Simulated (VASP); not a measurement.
# Re (Cmce) in VASP: notebook

The runs below take Re through relaxation of cell and atoms, single point, with PBE.

Program: VASP 6.6.1. These are calculated values, not measurements. Logs are shortened: lines on timing, memory, paths and dates and some standing lists are left out, and cuts for length are marked.

## (1) The cell of the first run

It takes space group Cmce (No. 64, orthorhombic). Conventional cell: a = 5.187 Å, b = 3.428 Å, c = 6.992 Å, α = 90.00°, β = 90.00°, γ = 90.00°. Re (site symmetry m) has 3 Re at 1.93 to 2.53 Å within 2.6 Å.

## (2) Relaxation of cell and atoms, PBE

The input, INCAR:

```
ALGO = Normal ; EDIFF = 1E-6
EDIFFG = -0.04 ; ENCUT = 600
GGA = PE ; IBRION = 2
ISIF = 3 ; ISMEAR = 0
LASPH = T ; LCHARG = F
LREAL = F ; LWAVE = F
NELM = 100 ; NSW = 90
PREC = Accurate ; SIGMA = 0.1
```

The input, KPOINTS:

```
k-points
0
Gamma
  6 6 4
```

The input, POSCAR:

```
Re
1.0
    2.5932858359     -1.7139635538      0.0000000000
    2.5932858359      1.7139635538      0.0000000000
    0.0000000000      0.0000000000      6.9916844866
Re
4
Direct
    0.8500000000      0.1500000000      0.1170000000
    0.6500000000      0.3500000000      0.6170000000
    0.1500000000      0.8500000000      0.8830000000
    0.3500000000      0.6500000000      0.3830000000
```

Potentials or basis: VASP PAW PBE potentials, release 64 (Re).

Started as:

```
cat potpaw_PBE.64/Re/POTCAR > POTCAR
mpirun -np 1 vasp_std > vasp.out
```

OUTCAR:

```text
EDIFF = 1E-6
   EDIFFG = -0.04
   ENCUT = 600
   GGA = PE
   IBRION = 2
   ISIF = 3
   ISMEAR = 0
   LASPH = T
   LREAL = F
   NELM = 100
   NSW = 90
   PREC = Accurate

 ion  position               nearest neighbor table
   1  0.850  0.150  0.117-   3 1.93   4 2.53   4 2.53   3 2.90   3 3.14   3 3.14   4 3.19   4 3.19

   2  0.650  0.350  0.617-   4 1.93   3 2.53   3 2.53   4 2.90   4 3.14   4 3.14   3 3.19   3 3.19

   3  0.150  0.850  0.883-   1 1.93   2 2.53   2 2.53   1 2.90   1 3.14   1 3.14   2 3.19   2 3.19

   4  0.350  0.650  0.383-   2 1.93   1 2.53   1 2.53   2 2.90   2 3.14   2 3.14   1 3.19   1 3.19

  LATTYP: Found a base centered orthorhombic cell.
 ALAT       =     3.4279271076
 B/A-ratio  =     1.5130344109
 C/A-ratio  =     2.0396246090

  Lattice vectors:

 A1 = (  -2.5932858359,  -1.7139635538,   0.0000000000)
 A2 = (   2.5932858359,  -1.7139635538,   0.0000000000)
 A3 = (   0.0000000000,   0.0000000000,   6.9916844866)

Analysis of symmetry for initial positions (statically):
=====================================================================
 Subroutine PRICEL returns:
 Original cell was already a primitive cell.

 Routine SETGRP: Setting up the symmetry group for a
 base centered orthorhombic supercell.

 Subroutine GETGRP returns: Found  8 space group operations
 (whereof  4 operations were pure point group operations)
 out of a pool of  8 trial point group operations.

The static configuration has the point symmetry C_2h.
 The point group associated with its full space group is D_2h.

Analysis of symmetry for dynamics (positions and initial velocities):
=====================================================================
 Subroutine PRICEL returns:
 Original cell was already a primitive cell.

 Routine SETGRP: Setting up the symmetry group for a
 base centered orthorhombic supercell.

 Subroutine GETGRP returns: Found  8 space group operations
 (whereof  4 operations were pure point group operations)
 out of a pool of  8 trial point group operations.

The dynamic configuration has the point symmetry C_2h.
 The point group associated with its full space group is D_2h.

 Subroutine INISYM returns: Found  8 space group operations
 (whereof  4 operations are pure point group operations),
 and found     1 'primitive' translations

----------------------------------------------------------------------------------------

                                     Primitive cell

  volume of cell :      62.1532

  direct lattice vectors                    reciprocal lattice vectors
     2.593285836 -1.713963554  0.000000000     0.192805588 -0.291721489  0.000000000
     2.593285836  1.713963554  0.000000000     0.192805588  0.291721489  0.000000000
     0.000000000  0.000000000  6.991684487     0.000000000  0.000000000  0.143027049

  length of vectors
     3.108504864  3.108504864  6.991684487     0.349679027  0.349679027  0.143027049

  position of ions in fractional coordinates (direct lattice)
     0.850000000  0.150000000  0.117000000
     0.650000000  0.350000000  0.617000000
     0.150000000  0.850000000  0.883000000
     0.350000000  0.650000000  0.383000000

  ion indices of the primitive-cell ions
   primitive index   ion index
                 1           1
                 2           2
                 3           3
                 4           4

----------------------------------------------------------------------------------------

 KPOINTS: k-points

Automatic generation of k-mesh.
 Grid dimensions read from file:
 generate k-points for:    6    6    4

 Generating k-lattice:

  Cartesian coordinates                     Fractional coordinates (reciprocal lattice)
     0.032134265 -0.048620248  0.000000000     0.166666667 -0.000000000  0.000000000
     0.032134265  0.048620248  0.000000000    -0.000000000  0.166666667  0.000000000
     0.000000000  0.000000000  0.035756762     0.000000000  0.000000000  0.250000000

  Length of vectors
     0.058279838  0.058279838  0.035756762

  Shift w.r.t. Gamma in fractional coordinates (k-lattice)
     0.000000000  0.000000000  0.000000000

 Subroutine IBZKPT returns following result:
 ===========================================

 Found     39 irreducible k-points:

 Following reciprocal coordinates:
            Coordinates               Weight
  0.000000  0.000000  0.000000      1.000000
  0.166667  0.000000  0.000000      4.000000
  0.333333  0.000000  0.000000      4.000000
  0.500000  0.000000  0.000000      2.000000
  0.166667  0.166667  0.000000      2.000000
  0.333333  0.166667  0.000000      4.000000
[... 16 lines left out ...]
  0.333333  0.333333  0.250000      4.000000
  0.500000  0.333333  0.250000      8.000000
 [... further k-points ...]
   k-points           NKPTS =     39   k-points in BZ     NKDIM =     39   number of bands    NBANDS=     18
   number of dos      NEDOS =    301   number of ions     NIONS =      4
   total plane-waves  NPLWV =  43904
   dimension x,y,z NGX =    28 NGY =   28 NGZ =   56
   dimension x,y,z NGXF=    56 NGYF=   56 NGZF=  112
   ions per type =               4
   NGX,Y,Z   is equivalent  to a cutoff of  14.97, 14.97, 13.32 a.u.
   NGXF,Y,Z  is equivalent  to a cutoff of  29.95, 29.95, 26.63 a.u.
 SYSTEM =  unknown system
   PREC   = accura    normal or accurate (medium, high low for compatibility)
   ISTART =      0    job   : 0-new  1-cont  2-samecut
   ICHARG =      2    charge: 1-file 2-atom 10-const
   ISPIN  =      1    spin polarized calculation?
   LNONCOLLINEAR =      F non collinear calculations
   LSORBIT =      F    spin-orbit coupling
   LASPH  =      T    aspherical Exc in radial PAW
   ENCUT  =  600.0 eV  44.10 Ry    6.64 a.u.   6.21  6.21 13.96*2*pi/ulx,y,z
   NELM   =    100;   NELMIN=  2; NELMDL= -5     # of ELM steps
   EDIFF  = 0.1E-05   stopping-criterion for ELM
   LREAL  =      F    real-space projection
   EDIFFG = -.4E-01   stopping-criterion for IOM
   NSW    =     90    number of steps for IOM
   IBRION =      2    ionic relax: 0-MD 1-quasi-New 2-CG
   NFREE  =      1    steps in history (QN), initial steepest desc. (CG)
   ISIF   =      3    stress and relaxation
   ISYM   =      2    0-nonsym 1-usesym 2-fastsym
   POTIM  = 0.5000    time-step for ionic-motion
   TEBEG  =    0.0;   TEEND  =   0.0 temperature during run
   PSTRESS=    0.0 pullay stress
   NELECT =      28.0000    total number of electrons
   NUPDOWN=      -1.0000    fix difference up-down
   EMIN   =  10.00;   EMAX   =-10.00  energy-range for DOS
   EFERMI =   0.00;   METHOD = LEGACY
   ISMEAR =     0;   SIGMA  =   0.10  broadening in eV -4-tet -1-fermi 0-gaus
   EFERMI_NEDOS =   21; number of points for ismear=-14 and -15
   IALGO  =     38    algorithm
   IMIX   =      4    mixing-type and parameters
     AMIX     =   0.40;   BMIX     =  1.00
     AMIX_MAG =   1.60;   BMIX_MAG =  1.00
  volume/ion in A,a.u.               =      15.54       104.86
  Fermi-wavevector in a.u.,A,eV,Ry     =   1.254988  2.371583 21.429107  1.574995
  Thomas-Fermi vector in A             =   2.388766
   LORBIT       =      0    0 simple, 1 ext, 2 COOP (PROOUT), +10 PAW based schemes
   GGA     = PE    functional components
   LHFCALC =     F    Hartree Fock is set to
   AEXX    =    0.0000 exact exchange contribution
   IVDW    =     0    specifies the selected vdW correction
   LEPSILON=     F    determine dielectric tensor
   LRPA    =     F    only Hartree local field effects (RPA)
 conjugate gradient relaxation of ions
 non-spin polarized calculation
 Gauss-broadening in eV      SIGMA  =   0.10
  energy-cutoff  :      600.00
  volume of cell :       62.15
 maximum number of plane-waves:      2090
 NGX is ok and might be reduce to    28
   NGX = 13   NGY = 13   NGZ = 27

--------------------------------------- Ionic step        1  -------------------------------------------

 number of electron      27.9999999 magnetization

 Free energy of the ion-electron system (eV)
  ---------------------------------------------------
  ext. energy  EPLUGINS =         0.00000000
  ---------------------------------------------------
  free energy    TOTEN  =       -40.05538040 eV

  energy without entropy =      -40.04258899  energy(sigma->0) =      -40.04898469

------------------------ aborting loop because EDIFF is reached ----------------------------------------

  FORCE on cell =-STRESS in cart. coord.  units (eV):
  Direction    XX          YY          ZZ          XY          YZ          ZX
  --------------------------------------------------------------------------------------
  -------------------------------------------------------------------------------------
  Total      -10.3904639     23.1378600     44.5301714      0.0000000      0.0000000      0.0000000
  in kB     -267.8438838    596.4444239   1147.8923484      0.0000000      0.0000000      0.0000000
  external PRESSURE =     492.1642962 kB  Pullay stress =       0.0000000 kB
[... 95 lines left out ...]
  FREE ENERGIE OF THE ION-ELECTRON SYSTEM (eV)
  ---------------------------------------------------
  free  energy   TOTEN  =       -41.1954596281 eV

  energy  without entropy=      -41.1676198505  energy(sigma->0) =      -41.18153974

 E-fermi :   3.4940     XC(G=0): -11.1578

 val. band max:        3.4912805022   @ k =   0.5000   0.5000   0.0000
 cond. band min:       3.4953031261   @ k =   0.1667   0.0000   0.2500
 fundamental gap:      0.0040226240
 Fermi energy:         3.4939530083

 k-point     1 :       0.0000    0.0000    0.0000
  band No.  band energies     occupation
      1      -3.7815      2.00000
      2      -2.7518      2.00000
      3      -0.9148      2.00000
      4      -0.6376      2.00000
      5      -0.2512      2.00000
      6      -0.1058      2.00000
[... 10 lines left out ...]
     17       4.9377      0.00000
     18       5.0636      0.00000
[... 466 lines left out ...]
      2      -0.0685      2.00000
      3       0.1234      2.00000
      4       0.2730      2.00000
      5       0.2839      2.00000
      6       0.4168      2.00000
[... 10 lines left out ...]
     17       5.1170      0.00000
     18       5.2782      0.00000

 [... further k-points ...]

[... ionic steps 4 to 23 ...]

--------------------------------------- Ionic step       24  -------------------------------------------

 number of electron      28.0000000 magnetization

------------------------ aborting loop because EDIFF is reached ----------------------------------------

  FORCE on cell =-STRESS in cart. coord.  units (eV):
  Direction    XX          YY          ZZ          XY          YZ          ZX
  --------------------------------------------------------------------------------------
  -------------------------------------------------------------------------------------
  Total       -0.3667358     -0.4506254     -0.2710482      0.0000000      0.0000000      0.0000000
  in kB       -9.7809953    -12.0183672     -7.2289684      0.0000000      0.0000000      0.0000000
  external PRESSURE =      -9.6761103 kB  Pullay stress =       0.0000000 kB
[... 61 lines left out ...]
  energy  without entropy=      -49.4749696026  energy(sigma->0) =      -49.48375963

--------------------------------------- Ionic step       26  -------------------------------------------

 number of electron      28.0000000 magnetization

 Free energy of the ion-electron system (eV)
  ---------------------------------------------------
  ext. energy  EPLUGINS =         0.00000000
  ---------------------------------------------------
  free energy    TOTEN  =       -49.49291311 eV

  energy without entropy =      -49.47540307  energy(sigma->0) =      -49.48415809

 E-fermi :   7.8901     XC(G=0): -13.6312

 val. band max:        7.8510801702   @ k =  -0.3333   0.1667   0.5000
 cond. band min:       7.9070376997   @ k =   0.1667   0.1667   0.5000
 fundamental gap:      0.0559575295
 Fermi energy:         7.8901418721

 k-point     1 :       0.0000    0.0000    0.0000
  band No.  band energies     occupation
      1      -2.0746      2.00000
      2       0.9432      2.00000
      3       0.9451      2.00000
      4       1.2517      2.00000
      5       2.1340      2.00000
      6       3.7524      2.00000
[... 10 lines left out ...]
     17       9.1175      0.00000
     18       9.2211      0.00000
[... 466 lines left out ...]
      2       1.9110      2.00000
      3       2.7944      2.00000
      4       2.7949      2.00000
      5       2.9164      2.00000
      6       2.9164      2.00000
[... 10 lines left out ...]
     17      11.4327      0.00000
     18      11.4328      0.00000

 [... further k-points ...]

------------------------ aborting loop because EDIFF is reached ----------------------------------------

  FORCE on cell =-STRESS in cart. coord.  units (eV):
  Direction    XX          YY          ZZ          XY          YZ          ZX
  --------------------------------------------------------------------------------------
  -------------------------------------------------------------------------------------
  Total       -0.0057498     -0.0287178     -0.0204182      0.0000000      0.0000000      0.0000000
  in kB       -0.1537407     -0.7678672     -0.5459483      0.0000000      0.0000000      0.0000000
  external PRESSURE =      -0.4891854 kB  Pullay stress =       0.0000000 kB
[... 19 lines left out ...]
  FREE ENERGIE OF THE ION-ELECTRON SYSTEM (eV)
  ---------------------------------------------------
  free  energy   TOTEN  =       -49.4929131064 eV

  energy  without entropy=      -49.4754030674  energy(sigma->0) =      -49.48415809

 reached required accuracy - stopping structural energy minimisation
```

Wall time 32 min (1 thread of Intel Xeon Platinum 8259CL at 2.50GHz (Skylake/Cascade Lake), shared host); peak memory 0.24 GiB.

Results:

```
Free energy                            : -49.4929 eV
Relaxed volume                         : 14.98 Å³/atom
Relaxed cell                           : a = 2.763 Å, b = 2.763 Å, c = 7.849 Å, α = 90.00°, β = 90.00°, γ = 90.00°
Space group after relaxing (to 0.05 Å) : Fm-3m (No. 225)
Energy gained by relaxing              : 2359.4 meV/atom
Ionic steps                            : 26
Pressure after relaxing                : 0.0 GPa
Largest force after relaxing           : 0.016 eV/Å
Band gap on the k mesh                 : zero (band 14 reaches 10.70 eV, above the bottom of band 15 at 6.48 eV)
```

Forces in eV/Å, atoms in the order of the input:
```
Re   0.000  0.013  0.010
Re   0.000 -0.013  0.010
Re   0.000 -0.013 -0.010
Re   0.000  0.013 -0.010
```

The path:
```tsv
step	energy change (eV)	largest force (eV/Å)	pressure (GPa)	volume (Å³)
1	0.0000	10.9787	49.22	62.15
2	-0.3265	4.4299	-37.46	106.88
3	-1.1401	3.7312	-40.33	99.58
4	-2.2095	2.7724	-42.16	92.74
5	-5.2113	0.7106	-35.47	77.24
6	-5.5672	0.8133	-14.86	69.63
7	-5.6623	0.4488	-23.94	72.13
8	-5.6878	7.1273	78.07	54.34
9	-7.4663	2.5583	9.26	62.24
10	-8.8450	1.7185	3.74	60.57
11	-8.8447	1.7223	4.25	60.42
12	-9.0370	0.5626	-14.65	63.16
13	-9.0538	0.6741	-10.69	62.46
14	-9.2243	0.8481	1.16	60.11
15	-9.2245	0.8712	1.67	60.03
16	-9.2832	0.7877	1.45	59.97
17	-9.3655	0.6037	1.57	59.80
18	-9.4161	0.2201	-3.65	60.56
19	-9.4171	0.1742	-4.41	60.68
20	-9.4255	0.1953	3.57	59.35
21	-9.4336	0.1287	0.16	59.89
22	-9.4355	0.0913	0.27	59.87
23	-9.4368	0.0388	0.48	59.84
24	-9.4369	0.0281	-0.97	60.07
25	-9.4372	0.0315	-0.28	59.96
26	-9.4375	0.0163	-0.05	59.92
```

Final structure:
```xyz
4
Lattice="1.9538 -1.9537 0.0000 1.9538 1.9537 0.0000 0.0000 0.0000 7.8489" Properties=species:S:1:pos:R:3 pbc="T T T"
Re    1.9538   -0.9789    0.9807
Re    1.9538   -0.9748    4.9052
Re    1.9538    0.9789    6.8682
Re    1.9538    0.9748    2.9437
```

Levels at points of the mesh, in eV from the Fermi level:
| k point | band 10 | band 11 | band 12 | band 13 | band 14 | band 15 | band 16 | band 17 | band 18 |
| --- | --- | --- | --- | --- | --- | --- | --- | --- | --- |
| (0.00, 0.00, 0.00) | -1.81 | -1.23 | -1.22 | 0.41 | 0.41 | 0.42 | 0.42 | 1.23 | 1.33 |
| (0.50, 0.00, 0.00) | -2.06 | -1.99 | -1.99 | -0.30 | -0.30 | 0.23 | 0.23 | 1.06 | 1.06 |
| (0.50, 0.50, 0.00) | -3.11 | 0.22 | 0.22 | 2.81 | 2.81 | 3.70 | 3.70 | 4.46 | 4.54 |
| (0.00, 0.00, 0.50) | -1.23 | -1.23 | -1.23 | 0.26 | 0.26 | 0.32 | 0.32 | 1.63 | 1.63 |
| (0.50, 0.00, 0.50) | -1.42 | -1.42 | -1.42 | -1.41 | -1.41 | -1.41 | -1.41 | 2.64 | 2.64 |
| (0.50, 0.50, 0.50) | -0.14 | -0.14 | -0.14 | 2.09 | 2.09 | 2.09 | 2.09 | 4.54 | 4.54 |

Caveat: the k points lie up to 0.38 Å⁻¹ apart in the final cell; spin-orbit coupling is left out, which moves the levels of the heavy elements.

[end of part 1 of 2]
